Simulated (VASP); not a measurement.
# Ge (P6/mmm) in VASP: a series of runs

The runs below take Ge through single point, relaxation of cell and atoms, with RPBE.

Program: VASP 6.6.1. These are calculated values, not measurements. Logs are shortened: lines on timing, memory, paths and dates and some standing lists are left out, and cuts for length are marked.

## Step 1: The cell of the first run

Symmetry: P6/mmm, No. 191, hexagonal system. Conventional cell: a = 4.947 Å, b = 4.947 Å, c = 2.812 Å, α = 90.00°, β = 90.00°, γ = 120.00°. Within 3.7 Å of Ge (site symmetry 6/mmm) lie 14 Ge at 2.81 to 3.18 Å. Ge (site symmetry -6m2) has 11 Ge at 2.81 to 3.18 Å within 3.7 Å.

This isn't the form of Ge at room conditions, which is diamond.

## Step 2: Single point, RPBE

INCAR reads:

```
PREC     = Accurate       # precision mode
ENCUT    = 520            # plane-wave cutoff, eV
EDIFF    = 1E-6           # SCF threshold, eV
ISMEAR   = -1             # smearing method
SIGMA    = 0.1            # smearing width, eV
LREAL    = False          # projectors in reciprocal space
LASPH    = True           # aspherical terms in the spheres
NELM     = 80             # most SCF steps
ALGO     = Normal         # electronic algorithm
ISIF     = 2              # what is computed and relaxed
LWAVE    = False          # write WAVECAR
LCHARG   = True           # write CHGCAR
GGA      = RP             # functional
LELF     = True           # ELF
LVHAR    = True         
NBANDS   = 28             # bands
```

KPOINTS reads:

```
regular mesh
0
Gamma
  10 10 15
```

POSCAR reads:

```
Ge
1.0
    4.9469176343      0.0000000000      0.0000000000
   -2.4734588172      4.2841563417      0.0000000000
    0.0000000000      0.0000000000      2.8121672416
Ge
3
Direct
    0.0000000000      0.0000000000      1.0000000000
    0.3333333333      0.6666666667      0.5000000000
    0.6666666667      0.3333333333      0.5000000000
```

Potentials or basis: VASP PAW PBE potentials, release 64 (Ge_d).

The run is started by

```bash
$ cat potpaw_PBE.64/Ge_d/POTCAR > POTCAR
$ mpirun -np 1 vasp_std > vasp.out
```

OUTCAR:

```text
PREC = Accurate
   ENCUT = 520
   EDIFF = 1E-6
   ISMEAR = -1
   LREAL = False
   LASPH = True
   NELM = 80
   ISIF = 2
   GGA = RP

 ion  position               nearest neighbor table
   1  0.000  0.000  0.000-
   2  0.333  0.667  0.500-   3 2.86   3 2.86   3 2.86
   3  0.667  0.333  0.500-   2 2.86   2 2.86   2 2.86

  LATTYP: Found a hexagonal cell.
 ALAT       =     4.9469176343
 C/A-ratio  =     0.5684685797

  Lattice vectors:

 A1 = (   4.9469176343,   0.0000000000,   0.0000000000)
 A2 = (  -2.4734588172,   4.2841563417,   0.0000000000)
 A3 = (   0.0000000000,   0.0000000000,   2.8121672416)

Analysis of symmetry for initial positions (statically):
=====================================================================
 Subroutine PRICEL returns:
 Original cell was already a primitive cell.

 Routine SETGRP: Setting up the symmetry group for a
 hexagonal supercell.

 Subroutine GETGRP returns: Found 24 space group operations
 (whereof 24 operations were pure point group operations)
 out of a pool of 24 trial point group operations.

The static configuration has the point symmetry D_6h.

Analysis of symmetry for dynamics (positions and initial velocities):
=====================================================================
 Subroutine PRICEL returns:
 Original cell was already a primitive cell.

 Routine SETGRP: Setting up the symmetry group for a
 hexagonal supercell.

 Subroutine GETGRP returns: Found 24 space group operations
 (whereof 24 operations were pure point group operations)
 out of a pool of 24 trial point group operations.

The dynamic configuration has the point symmetry D_6h.

 Subroutine INISYM returns: Found 24 space group operations
 (whereof 24 operations are pure point group operations),
 and found     1 'primitive' translations

----------------------------------------------------------------------------------------

                                     Primitive cell

  volume of cell :      59.5993

  direct lattice vectors                    reciprocal lattice vectors
     4.946917634  0.000000000  0.000000000     0.202146078  0.116709093  0.000000000
    -2.473458817  4.284156342  0.000000000     0.000000000  0.233418186  0.000000000
     0.000000000  0.000000000  2.812167242     0.000000000  0.000000000  0.355597628

  length of vectors
     4.946917634  4.946917634  2.812167242     0.233418186  0.233418186  0.355597628

  position of ions in fractional coordinates (direct lattice)
     0.000000000  0.000000000  0.000000000
     0.333333333  0.666666667  0.500000000
     0.666666667  0.333333333  0.500000000

  ion indices of the primitive-cell ions
   primitive index   ion index
                 1           1
                 2           2
                 3           3

----------------------------------------------------------------------------------------

 KPOINTS: regular mesh

Automatic generation of k-mesh.
 Grid dimensions read from file:
 generate k-points for:   10   10   15

 Generating k-lattice:

  Cartesian coordinates                     Fractional coordinates (reciprocal lattice)
     0.020214608  0.011670909  0.000000000     0.100000000  0.000000000  0.000000000
     0.000000000  0.023341819  0.000000000     0.000000000  0.100000000  0.000000000
     0.000000000  0.000000000  0.023706509     0.000000000  0.000000000  0.066666667

  Length of vectors
     0.023341819  0.023341819  0.023706509

  Shift w.r.t. Gamma in fractional coordinates (k-lattice)
     0.000000000  0.000000000  0.000000000

 Subroutine IBZKPT returns following result:
 ===========================================

 Found    112 irreducible k-points:

 Following reciprocal coordinates:
            Coordinates               Weight
  0.000000  0.000000  0.000000      1.000000
  0.100000 -0.000000  0.000000      6.000000
  0.200000 -0.000000  0.000000      6.000000
  0.300000  0.000000  0.000000      6.000000
  0.400000 -0.000000  0.000000      6.000000
  0.500000  0.000000  0.000000      3.000000
[... 16 lines left out ...]
  0.300000  0.100000  0.066667     24.000000
  0.400000  0.100000  0.066667     24.000000
 [... further k-points ...]
   k-points           NKPTS =    112   k-points in BZ     NKDIM =    112   number of bands    NBANDS=     28
   number of dos      NEDOS =    301   number of ions     NIONS =      3
   total plane-waves  NPLWV =  38400
   dimension x,y,z NGX =    40 NGY =   40 NGZ =   24
   dimension x,y,z NGXF=    80 NGYF=   80 NGZF=   48
   ions per type =               3
   NGX,Y,Z   is equivalent  to a cutoff of  13.44, 13.44, 14.19 a.u.
   NGXF,Y,Z  is equivalent  to a cutoff of  26.88, 26.88, 28.38 a.u.
 SYSTEM =  unknown system
   PREC   = accura    normal or accurate (medium, high low for compatibility)
   ISTART =      0    job   : 0-new  1-cont  2-samecut
   ICHARG =      2    charge: 1-file 2-atom 10-const
   ISPIN  =      1    spin polarized calculation?
   LNONCOLLINEAR =      F non collinear calculations
   LSORBIT =      F    spin-orbit coupling
   LASPH  =      T    aspherical Exc in radial PAW
   ENCUT  =  520.0 eV  38.22 Ry    6.18 a.u.   9.20  9.20  5.23*2*pi/ulx,y,z
   NELM   =     80;   NELMIN=  2; NELMDL= -5     # of ELM steps
   EDIFF  = 0.1E-05   stopping-criterion for ELM
   LREAL  =      F    real-space projection
   EDIFFG = 0.1E-04   stopping-criterion for IOM
   NSW    =      0    number of steps for IOM
   IBRION =     -1    ionic relax: 0-MD 1-quasi-New 2-CG
   NFREE  =      0    steps in history (QN), initial steepest desc. (CG)
   ISIF   =      2    stress and relaxation
   ISYM   =      2    0-nonsym 1-usesym 2-fastsym
   POTIM  = 0.5000    time-step for ionic-motion
   TEBEG  =    0.0;   TEEND  =   0.0 temperature during run
   PSTRESS=    0.0 pullay stress
   NELECT =      42.0000    total number of electrons
   NUPDOWN=      -1.0000    fix difference up-down
   EMIN   =  10.00;   EMAX   =-10.00  energy-range for DOS
   EFERMI =   0.00;   METHOD = LEGACY
   ISMEAR =    -1;   SIGMA  =   0.10  broadening in eV -4-tet -1-fermi 0-gaus
   EFERMI_NEDOS =   21; number of points for ismear=-14 and -15
   IALGO  =     38    algorithm
   IMIX   =      4    mixing-type and parameters
     AMIX     =   0.40;   BMIX     =  1.00
     AMIX_MAG =   1.60;   BMIX_MAG =  1.00
  volume/ion in A,a.u.               =      19.87       134.07
  Fermi-wavevector in a.u.,A,eV,Ry     =   1.456837  2.753022 28.876641  2.122373
  Thomas-Fermi vector in A             =   2.573708
   LORBIT       =      0    0 simple, 1 ext, 2 COOP (PROOUT), +10 PAW based schemes
   GGA     = RP    functional components
   LHFCALC =     F    Hartree Fock is set to
   AEXX    =    0.0000 exact exchange contribution
   IVDW    =     0    specifies the selected vdW correction
   LEPSILON=     F    determine dielectric tensor
   LRPA    =     F    only Hartree local field effects (RPA)
 non-spin polarized calculation
  energy-cutoff  :      520.00
  volume of cell :       59.60
 maximum number of plane-waves:      1624
 NGX is ok and might be reduce to    40
   NGX = 19   NGY = 19   NGZ = 11

 number of electron      41.9999996 magnetization

 Free energy of the ion-electron system (eV)
  ---------------------------------------------------
  ext. energy  EPLUGINS =         0.00000000
  ---------------------------------------------------
  free energy    TOTEN  =       -11.49553594 eV

  energy without entropy =      -11.44544430  energy(sigma->0) =      -11.47049012

 E-fermi :   6.3442     XC(G=0): -10.9296

 val. band max:        6.3432291126   @ k =   0.1000  -0.0000   0.3333
 cond. band min:       6.3493828907   @ k =   0.2000   0.1000   0.4000
 fundamental gap:      0.0061537781
 Fermi energy:         6.3441899615

 k-point     1 :       0.0000    0.0000    0.0000
  band No.  band energies     occupation
      1     -18.6351      2.00000
      2     -18.5819      2.00000
      3     -18.5819      2.00000
      4     -18.5315      2.00000
      5     -18.5315      2.00000
      6     -18.4259      2.00000
[... 20 lines left out ...]
     27      16.0901      0.00000
     28      16.2313      0.00000

 k-point     2 :       0.1000   -0.0000    0.0000
  band No.  band energies     occupation
      1     -18.6350      2.00000
      2     -18.5821      2.00000
      3     -18.5820      2.00000
      4     -18.5315      2.00000
      5     -18.5314      2.00000
      6     -18.4254      2.00000
[... 20 lines left out ...]
     27      15.9546      0.00000
     28      16.1007      0.00000

 k-point     3 :       0.2000   -0.0000    0.0000
  band No.  band energies     occupation
      1     -18.6348      2.00000
      2     -18.5825      2.00000
      3     -18.5825      2.00000
      4     -18.5317      2.00000
      5     -18.5313      2.00000
      6     -18.4238      2.00000
[... 20 lines left out ...]
     27      15.5491      0.00000
     28      15.8350      0.00000

 k-point     4 :       0.3000    0.0000    0.0000
  band No.  band energies     occupation
      1     -18.6346      2.00000
      2     -18.5832      2.00000
      3     -18.5830      2.00000
      4     -18.5319      2.00000
      5     -18.5310      2.00000
      6     -18.4211      2.00000
[... 20 lines left out ...]
     27      15.5980      0.00000
     28      15.8800      0.00000

 k-point     5 :       0.4000   -0.0000    0.0000
  band No.  band energies     occupation
      1     -18.6344      2.00000
      2     -18.5839      2.00000
      3     -18.5834      2.00000
      4     -18.5320      2.00000
      5     -18.5308      2.00000
      6     -18.4176      2.00000
[... 20 lines left out ...]
     27      15.4378      0.00000
     28      15.7456      0.00000

 k-point     6 :       0.5000    0.0000    0.0000
  band No.  band energies     occupation
      1     -18.6343      2.00000
      2     -18.5842      2.00000
      3     -18.5835      2.00000
      4     -18.5321      2.00000
      5     -18.5307      2.00000
      6     -18.4152      2.00000
[... 463 lines left out ...]
      5     -18.5340      2.00000
      6     -18.4181      2.00000
[... 20 lines left out ...]
     27      14.9969      0.00000
     28      16.7732      0.00000

 k-point    22 :       0.2000    0.1000    0.0667
  band No.  band energies     occupation
      1     -18.6281      2.00000
      2     -18.5827      2.00000
      3     -18.5826      2.00000
      4     -18.5343      2.00000
      5     -18.5338      2.00000
      6     -18.4160      2.00000
[... 20 lines left out ...]
     27      14.6489      0.00000
     28      17.0167      0.00000

 k-point    23 :       0.3000    0.1000    0.0667
  band No.  band energies     occupation
      1     -18.6279      2.00000
      2     -18.5833      2.00000
      3     -18.5831      2.00000
      4     -18.5344      2.00000
      5     -18.5335      2.00000
      6     -18.4130      2.00000
[... 20 lines left out ...]
     27      14.4018      0.00000
     28      16.8791      0.00000

 k-point    24 :       0.4000    0.1000    0.0667
  band No.  band energies     occupation
      1     -18.6278      2.00000
      2     -18.5838      2.00000
      3     -18.5833      2.00000
      4     -18.5344      2.00000
      5     -18.5334      2.00000
      6     -18.4095      2.00000
[... 20 lines left out ...]
     27      14.2621      0.00000
     28      15.2798      0.00000

 [... further k-points ...]
[... 5 lines left out ...]
  --------------------------------------------------------------------------------------
  -------------------------------------------------------------------------------------
  Total        0.0548618      0.0548618      0.1319211     -0.0000000     -0.0000000      0.0000000
  in kB        1.4748222      1.4748222      3.5463678     -0.0000000     -0.0000000      0.0000000
  external PRESSURE =       2.1653374 kB  Pullay stress =       0.0000000 kB

 VOLUME and BASIS-vectors are now :
 -----------------------------------------------------------------------------
  energy-cutoff  :      520.00
  volume of cell :       59.60
      direct lattice vectors                 reciprocal lattice vectors
     4.946917634  0.000000000  0.000000000     0.202146078  0.116709093  0.000000000
    -2.473458817  4.284156342  0.000000000     0.000000000  0.233418186  0.000000000
     0.000000000  0.000000000  2.812167242     0.000000000  0.000000000  0.355597628

 POSITION                                       TOTAL-FORCE (eV/Angst)
 -----------------------------------------------------------------------------------
      0.00000      0.00000      0.00000         0.000000      0.000000     -0.000000
     -0.00000      2.85610      1.40608        -0.000000      0.000000     -0.000000
      2.47346      1.42805      1.40608         0.000000      0.000000      0.000000
 -----------------------------------------------------------------------------------
    total drift:                               -0.000000      0.000000      0.000000

  FREE ENERGIE OF THE ION-ELECTRON SYSTEM (eV)
  ---------------------------------------------------
  free  energy   TOTEN  =       -11.4955359379 eV

  energy  without entropy=      -11.4454442982  energy(sigma->0) =      -11.47049012
```

Wall time 3.2 min (1 thread of Intel Xeon 8259CL, shared host); peak memory 0.28 GiB.

Results:

| Property | Result |
| --- | --- |
| Free energy | -11.4955 eV |
| Pressure | 0.2 GPa |
| Band gap on the k mesh | zero (bands 21 and 22 overlap by 4.85 eV) |

Stress tensor (GPa, compression positive):
```
0.15 0.00 0.00
0.00 0.15 0.00
0.00 0.00 0.35
```

Levels at points of the mesh, in eV from the Fermi level:
```csv
k point,band 19,band 20,band 21,band 22,band 23,band 24
"(0.00, 0.00, 0.00)",-3.13,-3.13,-3.04,-3.04,5.14,8.11
"(0.50, 0.00, 0.00)",-5.18,0.74,0.84,2.65,2.96,4.28
```

Caveat: the PAW data sets were made with another functional, which shifts forces and pressure a little.

(Continued in part 2 of 2.)
